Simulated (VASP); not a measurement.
# In in VASP: settings compared

The runs below take In through single point, with PBE, r2SCAN.

All numbers are computed with VASP 6.6.1; they aren't measurements. Logs are shortened: lines on timing, memory, paths and dates and some standing lists are left out, and cuts for length are marked.

**1. The cell of the first run**

The structure is tetragonal, space group I4/mmm (No. 139). Conventional cell: a = 3.200 Å, b = 3.200 Å, c = 5.310 Å, α = 90.00°, β = 90.00°, γ = 90.00°. In (site symmetry 4/mmm) has 12 In at 3.20 to 3.49 Å within 4.2 Å.

**2. Single point, PBE**

INCAR reads:

```
SYSTEM = In
PREC = Accurate ; ENCUT = 520
EDIFF = 1E-6 ; ISMEAR = 0
SIGMA = 0.05 ; LREAL = .FALSE.
LASPH = .TRUE. ; NELM = 80
ALGO = Normal ; ISIF = 2
LWAVE = .FALSE. ; LCHARG = .TRUE.
GGA = PE ; LELF = .TRUE.
LVHAR = .TRUE. ; NBANDS = 12
```

KPOINTS reads:

```
Automatic mesh
0
G
  8 8 8
  0 0 0
```

POSCAR reads:

```
In
1.0
   -1.5997831530      1.5997831530      2.6550519175
    1.5997831530     -1.5997831530      2.6550519175
    1.5997831530      1.5997831530     -2.6550519175
In
1
Direct
    0.0000000000      0.0000000000      0.0000000000
```

Potentials or basis: VASP PAW PBE potentials, release 64 (In_d).

Run with:

```console
$ cat potpaw_PBE.64/In_d/POTCAR > POTCAR
$ mpirun -np 1 vasp_std > vasp.out
```

OUTCAR:

```text
SYSTEM = In
   PREC = Accurate
   ENCUT = 520
   EDIFF = 1E-6
   ISMEAR = 0
   LREAL = .FALSE.
   LASPH = .TRUE.
   NELM = 80
   ISIF = 2
   GGA = PE

 ion  position               nearest neighbor table
   1  0.000  0.000  0.000-

  LATTYP: Found a body centered tetragonal cell.
 ALAT       =     3.1995663060
 C/A-ratio  =     1.6596323774

  Lattice vectors:

 A1 = (  -1.5997831530,   1.5997831530,   2.6550519175)
 A2 = (   1.5997831530,  -1.5997831530,   2.6550519175)
 A3 = (   1.5997831530,   1.5997831530,  -2.6550519175)

Analysis of symmetry for initial positions (statically):
=====================================================================
 Subroutine PRICEL returns:
 Original cell was already a primitive cell.

 Routine SETGRP: Setting up the symmetry group for a
 body centered tetragonal supercell.

 Subroutine GETGRP returns: Found 16 space group operations
 (whereof 16 operations were pure point group operations)
 out of a pool of 16 trial point group operations.

The static configuration has the point symmetry D_4h.

Analysis of symmetry for dynamics (positions and initial velocities):
=====================================================================
 Subroutine PRICEL returns:
 Original cell was already a primitive cell.

 Routine SETGRP: Setting up the symmetry group for a
 body centered tetragonal supercell.

 Subroutine GETGRP returns: Found 16 space group operations
 (whereof 16 operations were pure point group operations)
 out of a pool of 16 trial point group operations.

The dynamic configuration has the point symmetry D_4h.

 Subroutine INISYM returns: Found 16 space group operations
 (whereof 16 operations are pure point group operations),
 and found     1 'primitive' translations

----------------------------------------------------------------------------------------

                                     Primitive cell

  volume of cell :      27.1804

  direct lattice vectors                    reciprocal lattice vectors
    -1.599783153  1.599783153  2.655051917     0.000000000  0.312542359  0.188320235
     1.599783153 -1.599783153  2.655051917     0.312542359  0.000000000  0.188320235
     1.599783153  1.599783153 -2.655051917     0.312542359  0.312542359  0.000000000

  length of vectors
     3.488253568  3.488253568  3.488253568     0.364893459  0.364893459  0.442001642

  position of ions in fractional coordinates (direct lattice)
     0.000000000  0.000000000  0.000000000
[... 77 lines left out ...]
   LREAL  =      F    real-space projection
   EDIFFG = 0.1E-04   stopping-criterion for IOM
   NSW    =      0    number of steps for IOM
   IBRION =     -1    ionic relax: 0-MD 1-quasi-New 2-CG
   NFREE  =      0    steps in history (QN), initial steepest desc. (CG)
   ISIF   =      2    stress and relaxation
   ISYM   =      2    0-nonsym 1-usesym 2-fastsym
   POTIM  = 0.5000    time-step for ionic-motion
   TEBEG  =    0.0;   TEEND  =   0.0 temperature during run
   PSTRESS=    0.0 pullay stress
   NELECT =      13.0000    total number of electrons
   NUPDOWN=      -1.0000    fix difference up-down
   EMIN   =  10.00;   EMAX   =-10.00  energy-range for DOS
   EFERMI =   0.00;   METHOD = LEGACY
   ISMEAR =     0;   SIGMA  =   0.05  broadening in eV -4-tet -1-fermi 0-gaus
   EFERMI_NEDOS =   21; number of points for ismear=-14 and -15
   IALGO  =     38    algorithm
   IMIX   =      4    mixing-type and parameters
     AMIX     =   0.40;   BMIX     =  1.00
     AMIX_MAG =   1.60;   BMIX_MAG =  1.00
  volume/ion in A,a.u.               =      27.18       183.42
  Fermi-wavevector in a.u.,A,eV,Ry     =   1.280278  2.419374 22.301461  1.639111
  Thomas-Fermi vector in A             =   2.412715
   LORBIT       =      0    0 simple, 1 ext, 2 COOP (PROOUT), +10 PAW based schemes
   GGA     = PE    functional components
   LHFCALC =     F    Hartree Fock is set to
   AEXX    =    0.0000 exact exchange contribution
   IVDW    =     0    specifies the selected vdW correction
   LEPSILON=     F    determine dielectric tensor
   LRPA    =     F    only Hartree local field effects (RPA)
 non-spin polarized calculation
 Gauss-broadening in eV      SIGMA  =   0.05
  energy-cutoff  :      520.00
  volume of cell :       27.18
 maximum number of plane-waves:       752
 NGX is ok and might be reduce to    28
   NGX = 13   NGY = 13   NGZ = 13

 number of electron      12.9999999 magnetization

 Free energy of the ion-electron system (eV)
  ---------------------------------------------------
  ext. energy  EPLUGINS =         0.00000000
  ---------------------------------------------------
  free energy    TOTEN  =        -2.57414892 eV

  energy without entropy =       -2.57393716  energy(sigma->0) =       -2.57404304

 E-fermi :   7.1685     XC(G=0): -10.0717

 val. band max:        7.1469432798   @ k =   0.2500   0.2500   0.2500
 cond. band min:       7.2401730884   @ k =  -0.2500   0.2500   0.2500
 fundamental gap:      0.0932298085
 Fermi energy:         7.1684943897

 k-point     1 :       0.0000    0.0000    0.0000
  band No.  band energies     occupation
      1      -7.6751      2.00000
      2      -7.4782      2.00000
      3      -7.4411      2.00000
      4      -7.4411      2.00000
      5      -7.2748      2.00000
      6      -2.1952      2.00000
      7      17.3297      0.00000
      8      17.3297      0.00000
      9      17.3421      0.00000
     10      18.8051      0.00000
     11      20.1810      0.00000
     12      20.7653      0.00000
[... 331 lines left out ...]
 k-point    24 :       0.3750    0.1250    0.1250
  band No.  band energies     occupation
      1      -7.5370      2.00000
      2      -7.5110      2.00000
      3      -7.3980      2.00000
      4      -7.3739      2.00000
      5      -7.1888      2.00000
      6       3.7300      2.00000
      7       4.9815      2.00000
      8      11.7202      0.00000
      9      12.4757      0.00000
     10      15.7741      0.00000
     11      17.5658      0.00000
     12      23.3896      0.00000

 [... further k-points ...]
[... 5 lines left out ...]
  --------------------------------------------------------------------------------------
  -------------------------------------------------------------------------------------
  Total        0.0019992      0.0019992      0.0765779      0.0000000     -0.0000000      0.0000000
  in kB        0.1178449      0.1178449      4.5139741      0.0000000     -0.0000000      0.0000000
  external PRESSURE =       1.5832213 kB  Pullay stress =       0.0000000 kB

 VOLUME and BASIS-vectors are now :
 -----------------------------------------------------------------------------
  energy-cutoff  :      520.00
  volume of cell :       27.18
      direct lattice vectors                 reciprocal lattice vectors
    -1.599783153  1.599783153  2.655051917     0.000000000  0.312542359  0.188320235
     1.599783153 -1.599783153  2.655051917     0.312542359  0.000000000  0.188320235
     1.599783153  1.599783153 -2.655051917     0.312542359  0.312542359  0.000000000

 POSITION                                       TOTAL-FORCE (eV/Angst)
 -----------------------------------------------------------------------------------
      0.00000      0.00000      0.00000         0.000000     -0.000000      0.000000
 -----------------------------------------------------------------------------------
    total drift:                               -0.000000     -0.000000     -0.000000

  FREE ENERGIE OF THE ION-ELECTRON SYSTEM (eV)
  ---------------------------------------------------
  free  energy   TOTEN  =        -2.5741489154 eV

  energy  without entropy=       -2.5739371589  energy(sigma->0) =       -2.57404304
```

OSZICAR:

```text
N       E                     dE             d eps       ncg     rms          rms(c)
DAV:   1     0.784837876626E+02    0.78484E+02   -0.62582E+03  1448   0.136E+03
DAV:   2     0.135395180759E+01   -0.77130E+02   -0.75372E+02  1500   0.294E+02
DAV:   3    -0.250416658539E+01   -0.38581E+01   -0.38457E+01  1688   0.647E+01
DAV:   4    -0.259480436542E+01   -0.90638E-01   -0.90620E-01  1788   0.990E+00
DAV:   5    -0.259968413561E+01   -0.48798E-02   -0.48797E-02  1996   0.201E+00    0.215E+00
DAV:   6    -0.257827354961E+01    0.21411E-01   -0.35575E-02  1760   0.378E+00    0.107E+00
DAV:   7    -0.257434653158E+01    0.39270E-02   -0.11155E-02  1848   0.195E+00    0.246E-01
DAV:   8    -0.257414011501E+01    0.20642E-03   -0.87756E-04  1832   0.487E-01    0.332E-02
DAV:   9    -0.257414826839E+01   -0.81534E-05   -0.16745E-05  2096   0.497E-02    0.143E-02
DAV:  10    -0.257414891540E+01   -0.64701E-06   -0.10868E-06  1404   0.119E-02
   1 F= -.25741489E+01 E0= -.25740430E+01  d E =-.211756E-03
```

Run time: 8.1 s. Hardware: 1 thread of Intel Xeon 6975P-C (Granite Rapids), shared host; peak memory 0.16 GiB.

Results:

```
Free energy            : -2.5741 eV
Pressure               : 0.2 GPa
Band gap on the k mesh : zero (an odd number of electrons rules out a gap without spin polarisation)
```

Stress tensor (GPa, compression positive):
```
0.01 0.00 0.00
0.00 0.01 0.00
0.00 0.00 0.45
```

Levels at points of the mesh, in eV from the Fermi level:
```csv
k point,band 2,band 3,band 4,band 5,band 6,band 7,band 8,band 9,band 10,band 11
"(0.00, 0.00, 0.00)",-14.65,-14.61,-14.61,-14.44,-9.36,10.16,10.16,10.17,11.64,13.01
"(0.50, 0.00, 0.00)",-14.75,-14.60,-14.43,-14.36,-4.31,-3.26,6.14,9.72,9.78,11.55
"(0.50, 0.50, 0.00)",-14.81,-14.44,-14.41,-14.26,-1.61,-1.29,2.85,3.84,6.43,6.97
"(0.50, 0.50, 0.50)",-14.80,-14.38,-14.38,-14.38,-3.97,-3.02,5.39,5.39,8.69,8.88
```

Caveat: spin-orbit coupling is left out, which moves the levels of the heavy elements.

**3. Single point, r2SCAN**

This run uses another cell than the first one, of 26.25 Å³/atom.

POSCAR reads:

```
In
1.0
   -1.6078743056      1.6125643947      2.5337072450
    1.6125643947     -1.6078743056      2.5337072450
    1.6058783869      1.6058783869     -2.5308812644
In
1
Direct
    0.0000000000      0.0000000000      0.0000000000
```

INCAR.step1 reads:

```
PREC = Accurate
ENCUT = 520
ISMEAR = 0
SIGMA = 0.05
LREAL = F
LASPH = T
NELM = 80
NBANDS = 12
GGA = PE
ALGO = Normal
EDIFF = 1E-4
LWAVE = T
LCHARG = F
```

INCAR.step2 reads:

```
PREC = Accurate
ENCUT = 520
EDIFF = 1E-7
ISMEAR = 0
SIGMA = 0.05
LREAL = F
LASPH = T
NELM = 80
ALGO = Normal
ISIF = 2
LWAVE = F
LCHARG = T
METAGGA = R2SCAN
LMIXTAU = T
LELF = T
LVHAR = T
NBANDS = 12
ISTART = 1
```

KPOINTS reads:

```
regular mesh
0
Gamma
  16 16 18
```

Potentials or basis: VASP PAW PBE potentials, release 64 (In_d).

Run with:

```console
$ cat potpaw_PBE.64/In_d/POTCAR > POTCAR
$ cp INCAR.step1 INCAR
$ mpirun -np 1 vasp_std > vasp.out
$ cp INCAR.step2 INCAR
$ mpirun -np 1 vasp_std > vasp.out
```

It took 13 min on 1 thread of Intel Xeon 6975P-C (Granite Rapids), shared host; peak memory 0.47 GiB.

Results (log left out):

- Free energy: -22.5745 eV
- Pressure: 0.0 GPa
- Band gap on the k mesh: zero (an odd number of electrons rules out a gap without spin polarisation)

Levels at points of the mesh, in eV from the Fermi level:
| k point | band 2 | band 3 | band 4 | band 5 | band 6 | band 7 | band 8 | band 9 | band 10 | band 11 |
| --- | --- | --- | --- | --- | --- | --- | --- | --- | --- | --- |
| (0.00, 0.00, 0.00) | -15.16 | -15.16 | -15.13 | -14.96 | -10.00 | 11.14 | 11.14 | 11.41 | 12.27 | 14.46 |
| (0.50, 0.00, 0.00) | -15.28 | -15.14 | -14.90 | -14.85 | -4.44 | -3.55 | 7.49 | 10.09 | 11.43 | 12.12 |
| (0.50, 0.50, 0.00) | -15.35 | -14.90 | -14.90 | -14.75 | -2.03 | -1.34 | 3.44 | 4.23 | 7.43 | 7.52 |
| (0.00, 0.00, 0.50) | -15.35 | -14.90 | -14.90 | -14.75 | -2.02 | -1.31 | 3.42 | 4.20 | 7.42 | 7.48 |
| (0.50, 0.00, 0.50) | -15.28 | -15.14 | -14.90 | -14.85 | -4.42 | -3.54 | 7.44 | 10.06 | 11.37 | 12.11 |
| (0.50, 0.50, 0.50) | -15.35 | -14.87 | -14.85 | -14.85 | -3.36 | -3.05 | 5.35 | 5.35 | 8.72 | 9.28 |

Caveat: the PAW data sets were made with another functional, which shifts forces and pressure a little; spin-orbit coupling is left out, which moves the levels of the heavy elements.
